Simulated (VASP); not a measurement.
# Si62C (a cell with a defect) in VASP: notebook

The runs below take Si62C (a cell with a defect) through single point, with PBE.

Program: VASP 6.6.1. These are calculated values, not measurements. Logs are shortened: lines on timing, memory, paths and dates and some standing lists are left out, and cuts for length are marked.

## Step 1: The cell of the first run

The cell holds a defect, 63 atoms: a = 10.860 Å, b = 10.860 Å, c = 10.860 Å, α = 90.00°, β = 90.00°, γ = 90.00°.

## Step 2: Single point, PBE

Contents of INCAR:

```
SYSTEM = Si62C
PREC = Accurate ; ENCUT = 520
EDIFF = 1E-6 ; ISMEAR = 0
SIGMA = 0.02 ; LREAL = Auto
LASPH = .TRUE. ; NELM = 80
ALGO = Normal ; ISIF = 2
LWAVE = .FALSE. ; LCHARG = .FALSE.
GGA = PE ; NBANDS = 163
NELECT = 254.0
```

Contents of KPOINTS:

```
Automatic mesh
0
G
  1 1 1
  0 0 0
```

Contents of POSCAR:

```
Si62C
1.0
   10.8600000000      0.0000000000      0.0000000000
    0.0000000000     10.8600000000      0.0000000000
    0.0000000000      0.0000000000     10.8600000000
Si C
62 1
Direct
    0.4962710029     -0.0024485774      0.0002526996
    0.6197537372      0.1200230303      0.1294293045
    0.7458554180      0.2453522806      0.0040585092
    0.8712759677      0.3792521053      0.1183781181
    0.7487016724     -0.0019153466      0.2536073873
    0.8744955262      0.1299269620      0.3731440482
   -0.0097481324     -0.0083398606     -0.0017448378
    0.1202273432      0.1207718918      0.1213572712
    0.2485428129      0.2528329166      0.0002383353
    0.3779322324      0.3811237862      0.1230251737
    0.5079786312      0.5094035160     -0.0009361383
    0.6366797310      0.6524034953      0.1130885776
    0.8473396023      0.8642767875      0.1132281548
    0.2468823280     -0.0006177744      0.2497939704
    0.3750646643      0.1249652563      0.3745883113
    0.4991840439      0.2529049463      0.2506466616
    0.6266447772      0.3809696179      0.3723756659
    0.7502812763      0.5093672890      0.2422582004
    0.8750169235      0.6252478775      0.3750232035
    0.4999795983     -0.0003591769      0.5026815638
    0.6282830430      0.1213663687      0.6295626719
    0.7500766086      0.2541204024      0.5027484724
    0.8815658072      0.3752382349      0.6298781521
    0.7511786830     -0.0079919770      0.7592489930
    0.8747389960      0.1254854484      0.8749491113
   -0.0330622648      0.4966998016     -0.0395288788
    0.1045068386      0.6186055210      0.1041301943
    0.2428555086      0.7481891813     -0.0031439027
    0.3697542853      0.8731941855      0.1252476669
   -0.0005401075      0.2535865074      0.2440168521
    0.1257406758      0.3759277146      0.3703118897
    0.2439094636      0.5034575845      0.2414157508
    0.3748914681      0.6259896410      0.3739056962
    0.4998185048      0.7509739757      0.2492856310
    0.6238697619      0.8730980652      0.3795123853
   -0.0012288544     -0.0017177878      0.4945026905
    0.1306453538      0.1173615080      0.6187623060
    0.2521049393      0.2518212182      0.4980085364
    0.3793494642      0.3764767970      0.6243065731
    0.5074284791      0.5037970165      0.5050345959
    0.6449938690      0.6187239130      0.6445543333
    0.7522779903      0.7486043786      0.5064509325
    0.8797998901      0.8750917705      0.6289384830
    0.2539780138     -0.0024039575      0.7509270172
    0.3768794738      0.1292952879      0.8747149265
    0.5062760750      0.2544883903      0.7504743191
    0.6334666409      0.3805789534      0.8783254279
    0.7919670365      0.5008308310      0.7844076881
   -0.0109784957      0.7477475142      0.2368683614
    0.1193517340      0.8701719536      0.3676717570
    0.0018409399      0.4990459845      0.4980643428
    0.1257652312      0.6244403025      0.6237190747
    0.2503384028      0.7511741793      0.4998243175
    0.3821942492      0.8706964119      0.6306253912
    0.0057583518      0.2407941005      0.7442507709
    0.1214781830      0.3734500169      0.8690625868
    0.2512457918      0.4992044112      0.7483854354
    0.3749321514      0.6252769955      0.8745746660
    0.5128373028      0.7479535256      0.7603998602
    0.6370554254      0.8637848521      0.9023287033
   -0.0048750674      0.7405011421      0.7515903435
    0.1189301504      0.8732490754      0.8693303397
    0.7147834492      0.7862890379      0.0352630541
```

Potentials or basis: VASP PAW PBE potentials, release 64 (Si, C).

Run with:

```
> cat potpaw_PBE.64/Si/POTCAR potpaw_PBE.64/C/POTCAR > POTCAR
> mpirun -np 1 vasp_gam > vasp.out
```

OUTCAR:

```text
SYSTEM = Si62C
   PREC = Accurate
   ENCUT = 520
   EDIFF = 1E-6
   ISMEAR = 0
   LREAL = Auto
   LASPH = .TRUE.
   NELM = 80
   ISIF = 2
   GGA = PE
   NELECT = 254.0

 ion  position               nearest neighbor table
   1  0.496  0.998  0.000-   2 2.35  29 2.36  60 2.36  45 2.36
   2  0.620  0.120  0.129-  16 2.35   5 2.35   1 2.35   3 2.36
   3  0.746  0.245  0.004-  47 2.35   4 2.35   2 2.36  25 2.37
   4  0.871  0.379  0.118-   3 2.35  18 2.35  26 2.38  30 2.38
   5  0.749  0.998  0.254-   2 2.35  35 2.36  13 2.36   6 2.37
   6  0.874  0.130  0.373-   5 2.37  36 2.37  30 2.37  22 2.37
[... 52 lines left out ...]
  59  0.513  0.748  0.760-  58 2.36  41 2.37  54 2.40  60 2.40
  60  0.637  0.864  0.902-  63 1.87   1 2.36  59 2.40  24 2.43
  61  0.995  0.741  0.752-  43 2.34  62 2.35  52 2.35
  62  0.119  0.873  0.869-  61 2.35   7 2.36  28 2.36  44 2.37
  63  0.715  0.786  0.035-  60 1.87  13 1.87  12 1.88

  LATTYP: Found a simple cubic cell.
 ALAT       =    10.8600000000

  Lattice vectors:

 A1 = (  10.8600000000,   0.0000000000,   0.0000000000)
 A2 = (   0.0000000000,  10.8600000000,   0.0000000000)
 A3 = (   0.0000000000,   0.0000000000,  10.8600000000)

Analysis of symmetry for initial positions (statically):
=====================================================================
 Subroutine PRICEL returns:
 Original cell was already a primitive cell.

 Routine SETGRP: Setting up the symmetry group for a
 simple cubic supercell.

 Subroutine GETGRP returns: Found  1 space group operations
 (whereof  1 operations were pure point group operations)
 out of a pool of 48 trial point group operations.

The static configuration has the point symmetry C_1 .

Analysis of symmetry for dynamics (positions and initial velocities):
=====================================================================
 Subroutine PRICEL returns:
 Original cell was already a primitive cell.

 Routine SETGRP: Setting up the symmetry group for a
 simple cubic supercell.

 Subroutine GETGRP returns: Found  1 space group operations
 (whereof  1 operations were pure point group operations)
 out of a pool of 48 trial point group operations.

The dynamic configuration has the point symmetry C_1 .

 Subroutine INISYM returns: Found  1 space group operations
 (whereof  1 operations are pure point group operations),
 and found     1 'primitive' translations

----------------------------------------------------------------------------------------

                                     Primitive cell

  volume of cell :    1280.8241

  direct lattice vectors                    reciprocal lattice vectors
    10.860000000  0.000000000  0.000000000     0.092081031  0.000000000  0.000000000
     0.000000000 10.860000000  0.000000000     0.000000000  0.092081031  0.000000000
     0.000000000  0.000000000 10.860000000     0.000000000  0.000000000  0.092081031

  length of vectors
    10.860000000 10.860000000 10.860000000     0.092081031  0.092081031  0.092081031

  position of ions in fractional coordinates (direct lattice)
     0.496271003  0.997551423  0.000252700
     0.619753737  0.120023030  0.129429305
     0.745855418  0.245352281  0.004058509
     0.871275968  0.379252105  0.118378118
     0.748701672  0.998084653  0.253607387
     0.874495526  0.129926962  0.373144048
[... 55 lines left out ...]
     0.118930150  0.873249075  0.869330340
     0.714783449  0.786289038  0.035263054

  ion indices of the primitive-cell ions
   primitive index   ion index
                 1           1
                 2           2
                 3           3
                 4           4
                 5           5
                 6           6
[... 55 lines left out ...]
                62          62
                63          63

----------------------------------------------------------------------------------------

 KPOINTS: Automatic mesh

Automatic generation of k-mesh.
 Grid dimensions read from file:
 generate k-points for:    1    1    1

 Generating k-lattice:

[... 41 lines left out ...]
   PSTRESS=    0.0 pullay stress
   NELECT =     254.0000    total number of electrons
   NUPDOWN=      -1.0000    fix difference up-down
   EMIN   =  10.00;   EMAX   =-10.00  energy-range for DOS
   EFERMI =   0.00;   METHOD = LEGACY
   ISMEAR =     0;   SIGMA  =   0.02  broadening in eV -4-tet -1-fermi 0-gaus
   EFERMI_NEDOS =   21; number of points for ismear=-14 and -15
   IALGO  =     38    algorithm
   IMIX   =      4    mixing-type and parameters
     AMIX     =   0.40;   BMIX     =  1.00
     AMIX_MAG =   1.60;   BMIX_MAG =  1.00
  volume/ion in A,a.u.               =      20.33       137.20
  Fermi-wavevector in a.u.,A,eV,Ry     =   0.954677  1.804077 12.400449  0.911407
  Thomas-Fermi vector in A             =   2.083445
   LORBIT       =      0    0 simple, 1 ext, 2 COOP (PROOUT), +10 PAW based schemes
   GGA     = PE    functional components
   LHFCALC =     F    Hartree Fock is set to
   AEXX    =    0.0000 exact exchange contribution
   IVDW    =     0    specifies the selected vdW correction
   LEPSILON=     F    determine dielectric tensor
   LRPA    =     F    only Hartree local field effects (RPA)
 non-spin polarized calculation
 Gauss-broadening in eV      SIGMA  =   0.02
  energy-cutoff  :      520.00
  volume of cell :     1280.82
 maximum number of plane-waves:     17229
 NGX is ok and might be reduce to    84
   NGX = 41   NGY = 41   NGZ = 41

 number of electron     253.9999993 magnetization

 Free energy of the ion-electron system (eV)
  ---------------------------------------------------
  ext. energy  EPLUGINS =         0.00000000
  ---------------------------------------------------
  free energy    TOTEN  =      -323.05982095 eV

  energy without entropy =     -323.05982095  energy(sigma->0) =     -323.05982095

 E-fermi :   6.1561     XC(G=0):  -9.3435

 val. band max:        6.0419803377   @ k =   0.0000   0.0000   0.0000
 cond. band min:       6.2656530855   @ k =   0.0000   0.0000   0.0000
 fundamental gap:      0.2236727478
 Fermi energy:         6.1560972733

 k-point     1 :       0.0000    0.0000    0.0000
  band No.  band energies     occupation
      1      -6.6326      2.00000
      2      -6.0466      2.00000
      3      -5.2090      2.00000
      4      -5.1945      2.00000
      5      -5.1651      2.00000
      6      -5.1314      2.00000
[... 131 lines left out ...]
    138       6.8349      0.00000
    139       6.9342      0.00000
 [bands above 139 left out]

------------------------ aborting loop because EDIFF is reached ----------------------------------------

  FORCE on cell =-STRESS in cart. coord.  units (eV):
  Direction    XX          YY          ZZ          XY          YZ          ZX
  --------------------------------------------------------------------------------------
  -------------------------------------------------------------------------------------
  Total       17.2817137     25.5001000     17.9223558     -5.7348674      4.5828150    -11.6887628
  in kB       21.6176217     31.8979659     22.4189982     -7.1737211      5.7326236    -14.6214233
  external PRESSURE =      25.3115286 kB  Pullay stress =       0.0000000 kB

 VOLUME and BASIS-vectors are now :
 -----------------------------------------------------------------------------
  energy-cutoff  :      520.00
  volume of cell :     1280.82
      direct lattice vectors                 reciprocal lattice vectors
    10.860000000  0.000000000  0.000000000     0.092081031  0.000000000  0.000000000
     0.000000000 10.860000000  0.000000000     0.000000000  0.092081031  0.000000000
     0.000000000  0.000000000 10.860000000     0.000000000  0.000000000  0.092081031

 POSITION                                       TOTAL-FORCE (eV/Angst)
 -----------------------------------------------------------------------------------
      5.38950     10.83341      0.00274        -0.002956     -0.008142      0.007686
      6.73053      1.30345      1.40560         0.006890     -0.002965     -0.003761
      8.09999      2.66453      0.04408        -0.003699     -0.005037      0.005747
      9.46206      4.11868      1.28559         0.007328      0.001137     -0.004730
      8.13090     10.83920      2.75418        -0.007501     -0.006312      0.001240
      9.49702      1.41101      4.05234         0.006242     -0.002547      0.002776
[... 55 lines left out ...]
      1.29158      9.48348      9.44093         0.002128      0.006291     -0.007399
      7.76255      8.53910      0.38296         0.009398      0.004107      0.004181
 -----------------------------------------------------------------------------------
    total drift:                                0.001531      0.005930     -0.007220

  FREE ENERGIE OF THE ION-ELECTRON SYSTEM (eV)
  ---------------------------------------------------
  free  energy   TOTEN  =      -323.0598209513 eV

  energy  without entropy=     -323.0598209513  energy(sigma->0) =     -323.05982095
```

Wall time 6.9 min (1 thread of Intel Xeon Platinum 8259CL at 2.50GHz (Skylake/Cascade Lake), shared host); peak memory 1 GiB.

What came out:

```
Free energy   : -323.0598 eV
Largest force : 0.038 eV/Å
```

Forces in eV/Å, atoms in the order of the input:
```
Si  -0.003 -0.008  0.008
Si   0.007 -0.003 -0.004
Si  -0.004 -0.005  0.006
Si   0.007  0.001 -0.005
Si  -0.008 -0.006  0.001
Si   0.006 -0.003  0.003
Si   0.006  0.002 -0.001
Si  -0.003  0.005  0.006
Si  -0.010  0.005  0.000
Si   0.001 -0.001  0.008
Si  -0.007 -0.002  0.005
Si  -0.007 -0.016  0.009
Si   0.021  0.012  0.005
Si   0.000 -0.003 -0.008
Si  -0.002  0.001  0.003
Si   0.001 -0.005 -0.001
Si  -0.009  0.000 -0.003
Si   0.003 -0.004  0.003
Si   0.005  0.002 -0.005
Si   0.004  0.001  0.003
Si  -0.009  0.002  0.002
Si   0.004  0.003 -0.001
Si   0.003 -0.011  0.000
Si   0.004  0.002 -0.005
Si   0.005 -0.002  0.000
Si   0.003  0.013  0.003
Si  -0.006  0.006  0.015
Si  -0.001  0.004 -0.007
Si   0.002 -0.006  0.000
Si  -0.003 -0.005 -0.001
Si  -0.002 -0.004 -0.002
Si   0.002  0.008 -0.002
Si   0.001  0.005  0.000
Si   0.001  0.001 -0.004
Si  -0.002 -0.004 -0.002
Si   0.000 -0.003  0.005
Si  -0.003  0.001  0.001
Si  -0.002  0.001  0.004
Si   0.001  0.000  0.002
Si   0.005  0.000  0.003
Si  -0.009  0.010  0.018
Si   0.014  0.001  0.000
Si  -0.004 -0.002  0.004
Si   0.002  0.000  0.006
Si  -0.001  0.000 -0.010
Si  -0.002 -0.004  0.006
Si   0.004  0.003 -0.011
Si  -0.010 -0.012 -0.027
Si   0.002 -0.001  0.001
Si   0.001  0.005 -0.003
Si  -0.005  0.009  0.004
Si   0.000  0.002  0.004
Si  -0.006 -0.002  0.000
Si  -0.001 -0.001 -0.005
Si   0.004 -0.001 -0.004
Si  -0.005 -0.004 -0.008
Si  -0.004  0.004  0.003
Si   0.004  0.000 -0.003
Si  -0.003 -0.002  0.004
Si  -0.011  0.020 -0.031
Si   0.007 -0.015  0.012
Si   0.002  0.006 -0.007
C    0.009  0.004  0.004
```

Caveat: the k points lie up to 0.58 Å⁻¹ apart; the cell carries a net charge on a neutralising background, which shifts energy and pressure; the cell is charged against a uniform background, so pressure and absolute levels hang on convention.

## Step 3: Single point, PBE

Contents of INCAR:

```
  PREC = Accurate
  ENCUT = 520
  EDIFF = 1E-6
  ISMEAR = 0
  SIGMA = 0.02
  LREAL = Auto
  LASPH = True
  NELM = 60
  ALGO = Normal
  ISIF = 2
  LWAVE = False
  LCHARG = True
  GGA = PE
  LELF = True
  LVHAR = True
  NELECT = 254.0
  NBANDS = 163
```

Contents of KPOINTS:

```
Automatic mesh
0
Gamma
  1 1 1
```

Contents of POSCAR:

```
Si62C
1.0
   10.8600000000      0.0000000000      0.0000000000
    0.0000000000     10.8600000000      0.0000000000
    0.0000000000      0.0000000000     10.8600000000
Si C
62 1
Direct
    0.4962709945     -0.0024486188      0.0002526703
    0.6197537753      0.1200230203      0.1294292818
    0.7458554328      0.2453523020      0.0040584715
    0.8712759669      0.3792521179      0.1183780847
    0.7487016575     -0.0019153775      0.2536073665
    0.8744954880      0.1299269797      0.3731440147
   -0.0097481584     -0.0083398711     -0.0017448435
    0.1202273481      0.1207719153      0.1213572744
    0.2485428177      0.2528329650      0.0002383057
    0.3779322284      0.3811237569      0.1230251381
    0.5079786372      0.5094034991     -0.0009360958
    0.6366797422      0.6524034991      0.1130885820
    0.8473395948      0.8642767956      0.1132281768
    0.2468823204     -0.0006177716      0.2497940147
    0.3750646409      0.1249652855      0.3745883057
    0.4991840700      0.2529049724      0.2506466851
    0.6266447514      0.3809696133      0.3723756906
    0.7502813076      0.5093673112      0.2422581952
    0.8750169429      0.6252478821      0.3750232044
    0.4999795580     -0.0003592081      0.5026815838
    0.6282830571      0.1213663904      0.6295627072
    0.7500766114      0.2541204420      0.5027484346
    0.8815658379      0.3752382136      0.6298781768
    0.7511786372     -0.0079919890      0.7592489871
    0.8747390424      0.1254854512      0.8749490792
   -0.0330622468      0.4966998158     -0.0395289134
    0.1045068140      0.6186055249      0.1041302026
    0.2428555249      0.7481891344     -0.0031439227
    0.3697543278      0.8731941989      0.1252476980
   -0.0005401473      0.2535864641      0.2440168508
    0.1257406998      0.3759277164      0.3703118785
    0.2439094843      0.5034575506      0.2414157459
    0.3748914365      0.6259895948      0.3739057090
    0.4998185083      0.7509739411      0.2492856354
    0.6238697974      0.8730980663      0.3795124309
   -0.0012288214     -0.0017177716      0.4945026703
    0.1306453959      0.1173615101      0.6187623389
    0.2521049724      0.2518211786      0.4980085635
    0.3793494475      0.3764767956      0.6243065378
    0.5074284530      0.5037970534      0.5050346225
    0.6449938306      0.6187239411      0.6445543278
    0.7522779926      0.7486044199      0.5064509208
    0.8797999079      0.8750918048      0.6289384899
    0.2539779926     -0.0024039595      0.7509269797
    0.3768794659      0.1292953039      0.8747149171
    0.5062760589      0.2544883978      0.7504743094
    0.6334666667      0.3805789134      0.8783254144
    0.7919670350      0.5008308471      0.7844077348
   -0.0109785451      0.7477475138      0.2368683241
    0.1193517495      0.8701719153      0.3676717311
    0.0018409761      0.4990459484      0.4980643646
    0.1257651934      0.6244403315      0.6237190608
    0.2503383978      0.7511742173      0.4998243094
    0.3821942910      0.8706964088      0.6306254144
    0.0057583794      0.2407941068      0.7442507366
    0.1214781768      0.3734500000      0.8690626151
    0.2512457643      0.4992044199      0.7483854512
    0.3749321363      0.6252769797      0.8745746777
    0.5128372928      0.7479534991      0.7603998158
    0.6370554328      0.8637848066      0.9023287293
   -0.0048750460      0.7405011050      0.7515903315
    0.1189301105      0.8732490792      0.8693302947
    0.7147834254      0.7862890424      0.0352630755
```

Potentials or basis: VASP PAW PBE potentials, release 64 (Si, C).

Run with:

```
> cat potpaw_PBE.64/Si/POTCAR potpaw_PBE.64/C/POTCAR > POTCAR
> mpirun -np 1 vasp_gam > vasp.out
```

It took 7.3 min on 1 thread of Intel Xeon Platinum 8259CL at 2.50GHz (Skylake/Cascade Lake), shared host; peak memory 1 GiB.

The run converged. Its results:

| Quantity | Value |
| --- | --- |
| Free energy | -323.0598 eV |
| Largest force | 0.038 eV/Å |

Forces in eV/Å, atoms in the order of the input:
```
Si  -0.003 -0.008  0.008
Si   0.007 -0.003 -0.004
Si  -0.004 -0.005  0.006
Si   0.007  0.001 -0.005
Si  -0.008 -0.006  0.001
Si   0.006 -0.003  0.003
Si   0.006  0.002 -0.001
Si  -0.003  0.005  0.006
Si  -0.010  0.005  0.000
Si   0.001 -0.001  0.008
Si  -0.007 -0.002  0.005
Si  -0.007 -0.016  0.009
Si   0.021  0.012  0.005
Si   0.000 -0.003 -0.008
Si  -0.002  0.001  0.003
Si   0.001 -0.005 -0.001
Si  -0.009  0.000 -0.003
Si   0.003 -0.004  0.003
Si   0.005  0.002 -0.005
Si   0.004  0.001  0.003
Si  -0.009  0.002  0.002
Si   0.004  0.003 -0.001
Si   0.003 -0.011  0.000
Si   0.004  0.002 -0.005
Si   0.005 -0.002  0.000
Si   0.003  0.013  0.003
Si  -0.006  0.006  0.015
Si  -0.002  0.004 -0.007
Si   0.002 -0.006  0.000
Si  -0.003 -0.005 -0.001
Si  -0.002 -0.004 -0.002
Si   0.002  0.008 -0.002
Si   0.001  0.005  0.000
Si   0.001  0.001 -0.004
Si  -0.002 -0.004 -0.002
Si   0.000 -0.003  0.005
Si  -0.003  0.001  0.001
Si  -0.002  0.001  0.004
Si   0.001  0.000  0.002
Si   0.005  0.000  0.003
Si  -0.008  0.010  0.018
Si   0.014  0.001  0.000
Si  -0.004 -0.002  0.004
Si   0.002  0.000  0.006
Si  -0.001  0.000 -0.010
Si  -0.002 -0.004  0.006
Si   0.004  0.003 -0.011
Si  -0.010 -0.012 -0.027
Si   0.002 -0.001  0.001
Si   0.001  0.005 -0.003
Si  -0.005  0.009  0.004
Si   0.000  0.002  0.004
Si  -0.006 -0.003  0.000
Si  -0.001 -0.001 -0.005
Si   0.004 -0.001 -0.004
Si  -0.005 -0.004 -0.008
Si  -0.004  0.004  0.003
Si   0.004  0.000 -0.003
Si  -0.003 -0.002  0.004
Si  -0.011  0.020 -0.031
Si   0.007 -0.015  0.012
Si   0.002  0.006 -0.007
C    0.009  0.004  0.004
```

Levels at points of the mesh, in eV from the Fermi level:
```csv
k point,band 123,band 124,band 125,band 126,band 127,band 128,band 129,band 130,band 131,band 132
"(0.00, 0.00, 0.00)",-1.09,-0.83,-0.74,-0.32,-0.11,0.11,0.17,0.20,0.24,0.25
```

Caveat: the k points lie up to 0.58 Å⁻¹ apart; the cell carries a net charge on a neutralising background, which shifts energy and pressure; the cell is charged against a uniform background, so pressure and absolute levels hang on convention.
